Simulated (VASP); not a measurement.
# CaMg (P4mm) in VASP: notebook, part 2 of 2

VASP 6.6.1. The steps go on from the part before.

## (4) Single point, LDA (atoms displaced along a vibrational mode, the cell strained)

File INCAR:

```
SYSTEM = CaMg
ALGO = Normal ; EDIFF = 1E-6
ENCUT = 520 ; ISIF = 2
ISMEAR = 0 ; LASPH = .TRUE.
LCHARG = .FALSE. ; LREAL = .FALSE.
LWAVE = .FALSE. ; NBANDS = 13
NELM = 80 ; PREC = Accurate
SIGMA = 0.15
```

File KPOINTS:

```
k-points
0
G
  12 12 12
  0 0 0
```

File POSCAR:

```
CaMg
1.0
    3.7938385159      0.0000000000      0.0000000000
    0.0000000000      3.7938385159      0.0000000000
    0.0000000000      0.0000000000      3.7938385159
Ca Mg
1 1
Direct
    0.0128258732      0.0000000000      0.0000000000
    0.4788506338      0.5000000000      0.5000000000
```

Potentials or basis: VASP PAW LDA potentials, release 64 (Ca_sv, Mg).

Run with:

```
$ cat potpaw_LDA.64/Ca_sv/POTCAR potpaw_LDA.64/Mg/POTCAR > POTCAR
$ mpirun -np 1 vasp_std > vasp.out
```

OUTCAR:

```text
SYSTEM = CaMg
   EDIFF = 1E-6
   ENCUT = 520
   ISIF = 2
   ISMEAR = 0
   LASPH = .TRUE.
   LREAL = .FALSE.
   NELM = 80
   PREC = Accurate

 ion  position               nearest neighbor table
   1  0.013  0.000  0.000-   2 3.21   2 3.21   2 3.21   2 3.21   2 3.36   2 3.36   2 3.36   2 3.36

   2  0.479  0.500  0.500-   1 3.21   1 3.21   1 3.21   1 3.21   1 3.36   1 3.36   1 3.36   1 3.36

  LATTYP: Found a simple cubic cell.
 ALAT       =     3.7938385159

  Lattice vectors:

 A1 = (   3.7938385159,   0.0000000000,   0.0000000000)
 A2 = (   0.0000000000,   3.7938385159,   0.0000000000)
 A3 = (   0.0000000000,   0.0000000000,   3.7938385159)
[... 562 lines left out ...]
     11       7.0569      0.00000
     12       8.9491      0.00000
     13       9.5389      0.00000

 [... further k-points ...]
[... 5 lines left out ...]
  --------------------------------------------------------------------------------------
  -------------------------------------------------------------------------------------
  Total        0.5029638      0.5837610      0.5837610      0.0000000      0.0000000      0.0000000
  in kB       14.7574310     17.1280993     17.1280993      0.0000000      0.0000000      0.0000000
  external PRESSURE =      16.3378766 kB  Pullay stress =       0.0000000 kB

 VOLUME and BASIS-vectors are now :
 -----------------------------------------------------------------------------
  energy-cutoff  :      520.00
  volume of cell :       54.61
      direct lattice vectors                 reciprocal lattice vectors
     3.793838516  0.000000000  0.000000000     0.263585283  0.000000000  0.000000000
     0.000000000  3.793838516  0.000000000     0.000000000  0.263585283  0.000000000
     0.000000000  0.000000000  3.793838516     0.000000000  0.000000000  0.263585283

 POSITION                                       TOTAL-FORCE (eV/Angst)
 -----------------------------------------------------------------------------------
      0.04866      0.00000      0.00000        -0.372112      0.000000     -0.000000
      1.81668      1.89692      1.89692         0.372112     -0.000000      0.000000
 -----------------------------------------------------------------------------------
    total drift:                                0.000468     -0.000000     -0.000000

  FREE ENERGIE OF THE ION-ELECTRON SYSTEM (eV)
  ---------------------------------------------------
  free  energy   TOTEN  =        -4.2551447416 eV

  energy  without entropy=       -4.2356949911  energy(sigma->0) =       -4.24541987
```

stdout:

```text
POSCAR found type information on POSCAR CaMg
 POSCAR found :  2 types and       2 ions
 scaLAPACK will be used
 LDA part: xc-table for (Slater(with rela. corr.)+CA(PZ))
 , standard interpolation
 POSCAR, INCAR and KPOINTS ok, starting setup
 FFT: planning ... GRIDC
 FFT: planning ... GRID_SOFT
 FFT: planning ... GRID
 WAVECAR not read
 entering main loop
```

It took 36 s on 1 thread of Intel Xeon 6975P-C (Granite Rapids), shared host; peak memory 0.26 GiB.

What came out:

```
Free energy            : -4.2551 eV
Pressure               : 1.6 GPa
Largest force          : 0.372 eV/Å
Band gap on the k mesh : zero (bands 6 and 7 overlap by 1.33 eV)
```

Forces in eV/Å, atoms in the order of the input:
```
Ca  -0.372  0.000  0.000
Mg   0.372  0.000  0.000
```

Stress tensor (GPa, compression positive):
```
1.48 0.00 0.00
0.00 1.71 0.00
0.00 0.00 1.71
```

Levels at points of the mesh, in eV from the Fermi level:
```tsv
k point	band 4	band 5	band 6	band 7	band 8	band 9
(0.00, 0.00, 0.00)	-21.99	-5.45	0.89	0.89	4.06	4.06
(0.50, 0.00, 0.00)	-21.98	-2.99	-2.54	1.72	2.39	2.39
(0.00, 0.50, 0.00)	-21.98	-2.97	-2.56	1.73	2.37	2.39
(0.50, 0.50, 0.00)	-21.97	-2.00	-0.21	-0.19	0.36	2.95
(0.00, 0.50, 0.50)	-21.97	-2.01	-0.19	-0.19	0.36	2.98
(0.50, 0.50, 0.50)	-22.08	-0.45	-0.44	-0.44	1.85	3.11
```

Caveat: the cell differs from its parent crystal (atoms displaced along a vibrational mode, the cell strained).

## (5) Single point, LDA (atoms displaced along a vibrational mode, the cell strained)

File INCAR:

```
SYSTEM = CaMg
PREC = Accurate
ENCUT = 520
EDIFF = 1E-6
ISMEAR = 0
SIGMA = 0.15
LREAL = .False.
LASPH = .True.
NELM = 100
ALGO = Normal
ISIF = 2
LWAVE = .False.
LCHARG = .False.
NBANDS = 13
```

File KPOINTS:

```
Automatic mesh
0
Gamma
  12 12 12
  0 0 0
```

File POSCAR:

```
CaMg
1.0
    3.7938385159      0.0000000000      0.0000000000
    0.0000000000      3.7938385159      0.0000000000
    0.0000000000      0.0000000000      3.7938385159
Ca Mg
1 1
Direct
    0.0171011642      0.0000000000      0.0000000000
    0.4718008451      0.5000000000      0.5000000000
```

Run with:

```
$ cat potpaw_LDA.64/Ca_sv/POTCAR potpaw_LDA.64/Mg/POTCAR > POTCAR
$ mpirun -np 1 vasp_std > vasp.out
```

It took 31 s on 1 thread of Intel Xeon 6975P-C (Granite Rapids), shared host; peak memory 0.27 GiB.

The run converged. Its results:

* Free energy: -4.2365 eV
* Pressure: 1.7 GPa
* Largest force: 0.494 eV/Å
* Band gap on the k mesh: zero (bands 6 and 7 overlap by 1.32 eV)

Forces in eV/Å, atoms in the order of the input:
```
Ca  -0.494  0.000  0.000
Mg   0.494  0.000  0.000
```

Stress tensor (GPa, compression positive):
```
1.46 0.00 0.00
0.00 1.88 0.00
0.00 0.00 1.88
```

Levels at points of the mesh, in eV from the Fermi level:
```tsv
k point	band 2	band 3	band 4	band 5	band 6	band 7	band 8	band 9	band 10	band 11
(0.00, 0.00, 0.00)	-21.99	-21.99	-21.99	-5.45	0.89	0.89	4.04	4.04	4.07	4.59
(0.50, 0.00, 0.00)	-22.11	-21.98	-21.98	-3.00	-2.53	1.71	2.39	2.39	4.27	4.97
(0.00, 0.50, 0.00)	-22.11	-21.98	-21.98	-2.97	-2.56	1.72	2.37	2.40	4.28	4.96
(0.50, 0.50, 0.00)	-22.10	-22.09	-21.97	-1.99	-0.22	-0.19	0.37	2.94	2.97	4.96
(0.00, 0.50, 0.50)	-22.10	-22.10	-21.97	-2.01	-0.20	-0.20	0.36	2.98	2.98	4.97
(0.50, 0.50, 0.50)	-22.08	-22.08	-22.08	-0.46	-0.44	-0.44	1.86	3.10	3.10	3.13
```

Caveat: the cell differs from its parent crystal (atoms displaced along a vibrational mode, the cell strained).

## (6) Single point, LDA (atoms displaced along a vibrational mode, the cell strained)

File INCAR:

```
PREC     = Accurate       # precision mode
ENCUT    = 520            # plane-wave cutoff, eV
EDIFF    = 1E-6           # SCF threshold, eV
ISMEAR   = 0              # smearing method
SIGMA    = 0.15           # smearing width, eV
LREAL    = False          # projectors in reciprocal space
LASPH    = True           # aspherical terms in the spheres
NELM     = 80             # most SCF steps
ALGO     = Fast           # electronic algorithm
ISIF     = 2              # what is computed and relaxed
LWAVE    = False          # write WAVECAR
LCHARG   = False          # write CHGCAR
GGA      = CA             # functional
NBANDS   = 13             # bands
```

File KPOINTS:

```
Automatic mesh
0
Gamma
  12 12 12
```

File POSCAR:

```
CaMg
1.0
    3.8262479978      0.0000000000      0.0000000000
    0.0000000000      3.8262479978      0.0000000000
    0.0000000000      0.0000000000      3.8262479978
Ca Mg
1 1
Direct
    0.0128258732      0.0000000000      0.0000000000
    0.4788506338      0.5000000000      0.5000000000
```

Potentials or basis: VASP PAW LDA potentials, release 64 (Ca_sv, Mg).

Run with:

```
$ cat potpaw_LDA.64/Ca_sv/POTCAR potpaw_LDA.64/Mg/POTCAR > POTCAR
$ mpirun -np 1 vasp_std > vasp.out
```

OUTCAR:

```text
PREC = Accurate
   ENCUT = 520
   EDIFF = 1E-6
   ISMEAR = 0
   LREAL = False
   LASPH = True
   NELM = 80
   ISIF = 2
   GGA = CA

 ion  position               nearest neighbor table
   1  0.013  0.000  0.000-   2 3.24   2 3.24   2 3.24   2 3.24   2 3.39   2 3.39   2 3.39   2 3.39

   2  0.479  0.500  0.500-   1 3.24   1 3.24   1 3.24   1 3.24   1 3.39   1 3.39   1 3.39   1 3.39

  LATTYP: Found a simple cubic cell.
 ALAT       =     3.8262479978

  Lattice vectors:

 A1 = (   3.8262479978,   0.0000000000,   0.0000000000)
[... 563 lines left out ...]
      9       5.0678      0.00000
     10       6.4801      0.00000
     11       6.8401      0.00000
     12       8.6966      0.00000
     13       9.3480      0.00000

 [... further k-points ...]
[... 5 lines left out ...]
  --------------------------------------------------------------------------------------
  -------------------------------------------------------------------------------------
  Total        0.2239688      0.2992033      0.2992033     -0.0000000      0.0000000      0.0000000
  in kB        6.4058794      8.5577105      8.5577105     -0.0000000      0.0000000      0.0000000
  external PRESSURE =       7.8404335 kB  Pullay stress =       0.0000000 kB

 VOLUME and BASIS-vectors are now :
 -----------------------------------------------------------------------------
  energy-cutoff  :      520.00
  volume of cell :       56.02
      direct lattice vectors                 reciprocal lattice vectors
     3.826247998  0.000000000  0.000000000     0.261352636  0.000000000  0.000000000
     0.000000000  3.826247998  0.000000000     0.000000000  0.261352636  0.000000000
     0.000000000  0.000000000  3.826247998     0.000000000  0.000000000  0.261352636

 POSITION                                       TOTAL-FORCE (eV/Angst)
 -----------------------------------------------------------------------------------
      0.04907      0.00000      0.00000        -0.351007      0.000000     -0.000000
      1.83220      1.91312      1.91312         0.351007     -0.000000      0.000000
 -----------------------------------------------------------------------------------
    total drift:                                0.000798     -0.000000     -0.000000

  FREE ENERGIE OF THE ION-ELECTRON SYSTEM (eV)
  ---------------------------------------------------
  free  energy   TOTEN  =        -4.2658821111 eV

  energy  without entropy=       -4.2465669903  energy(sigma->0) =       -4.25622455
```

stdout:

```text
POSCAR found type information on POSCAR CaMg
 POSCAR found :  2 types and       2 ions
 scaLAPACK will be used
 LDA part: xc-table for (Slater(with rela. corr.)+CA(PZ))
 , standard interpolation
 POSCAR, INCAR and KPOINTS ok, starting setup
 FFT: planning ... GRIDC
 FFT: planning ... GRID_SOFT
 FFT: planning ... GRID
 WAVECAR not read
 entering main loop
WARNING in EDDRMM: call to ZHEGV failed, returncode =   6  3      6
```

Run time: 43 s. Hardware: 1 thread of Intel Xeon 6975P-C (Granite Rapids), shared host; peak memory 0.27 GiB.

What came out:

```yaml
Free_energy: -4.2659 eV
Pressure: 0.8 GPa
Largest_force: 0.351 eV/Å
Band_gap_on_the_k_mesh: zero (bands 6 and 7 overlap by 1.32 eV)
```

Forces on the atoms (eV/Å):
```
Ca  -0.351  0.000  0.000
Mg   0.351  0.000  0.000
```

Stress tensor (GPa, compression positive):
```
0.64 0.00 0.00
0.00 0.86 0.00
0.00 0.00 0.86
```

Levels at points of the mesh, in eV from the Fermi level:
```tsv
k point	band 2	band 3	band 4	band 5	band 6	band 7	band 8	band 9	band 10	band 11
(0.00, 0.00, 0.00)	-22.06	-22.06	-22.06	-5.38	0.91	0.91	3.98	3.98	4.00	4.46
(0.50, 0.00, 0.00)	-22.17	-22.05	-22.05	-2.98	-2.52	1.72	2.36	2.36	4.20	4.86
(0.00, 0.50, 0.00)	-22.17	-22.05	-22.05	-2.96	-2.53	1.72	2.34	2.36	4.20	4.86
(0.50, 0.50, 0.00)	-22.15	-22.15	-22.04	-1.97	-0.23	-0.21	0.35	2.91	2.93	4.86
(0.00, 0.50, 0.50)	-22.15	-22.15	-22.04	-1.98	-0.21	-0.21	0.34	2.94	2.94	4.87
(0.50, 0.50, 0.50)	-22.14	-22.14	-22.14	-0.43	-0.41	-0.41	1.74	3.03	3.03	3.05
```

Caveat: the cell differs from its parent crystal (atoms displaced along a vibrational mode, the cell strained).

## (7) The runs side by side

```csv
cell,gap on the mesh (eV),pressure (GPa),largest force (eV/Å)
"a = 3.762 Å, 2 atoms, atomic positions A",none,2.7,0.52
"a = 3.794 Å, 2 atoms, atomic positions B",none,1.9,0.62
"a = 3.794 Å, 2 atoms, atomic positions C",none,1.6,0.37
"a = 3.794 Å, 2 atoms, atomic positions A",none,1.7,0.49
"a = 3.826 Å, 2 atoms, atomic positions C",none,0.8,0.35
```

Alike in all rows: task single point; level LDA; potentials or basis VASP PAW LDA potentials, release 64 (Ca_sv, Mg); no spin polarisation; k mesh 12 × 12 × 12; cutoff (eV) 520; smearing gaussian 0.15 eV.

Total energies depend on the potentials used, so only differences within one code and one set of settings carry meaning.
